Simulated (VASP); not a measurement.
A run of VASP 6.6.1:

Contents of INCAR:

```
SYSTEM = C
  ALGO = Normal
  EDIFF = 1E-6
  EDIFFG = -0.005
  ENCUT = 600
  GGA = PE
  IBRION = 2
  ISIF = 3
  ISMEAR = -1
  LASPH = .True.
  LCHARG = .False.
  LREAL = .False.
  LWAVE = .False.
  NELM = 60
  NSW = 32
  PREC = Accurate
  PSTRESS = 3800.0
  SIGMA = 0.05
```

KPOINTS

```
k-points
0
Gamma
  29 29 29
  0 0 0
```

POSCAR

```
C
1.0
   -0.9681163593      0.9681163593      0.9681163593
    0.9681163593     -0.9681163593      0.9681163593
    0.9681163593      0.9681163593     -0.9681163593
C
1
Direct
    0.0000000000      0.0000000000      0.0000000000
```

Potentials or basis: VASP PAW PBE potentials, release 64 (C).

Command:

```console
$ cat potpaw_PBE.64/C/POTCAR > POTCAR
$ mpirun -np 1 vasp_std > vasp.out
```

Hardware: 1 thread of Intel(R) Xeon(R) 6975P-C (Granite Rapids), on a shared host.

Problem. How long does it take, and how much memory?

Solution. Wall time 3.6 s on 1 thread of Intel(R) Xeon(R) 6975P-C (Granite Rapids), with other jobs on the host, peak memory 0.12 GiB. Counts: scf iterations 10, k points 680, ion steps 1.
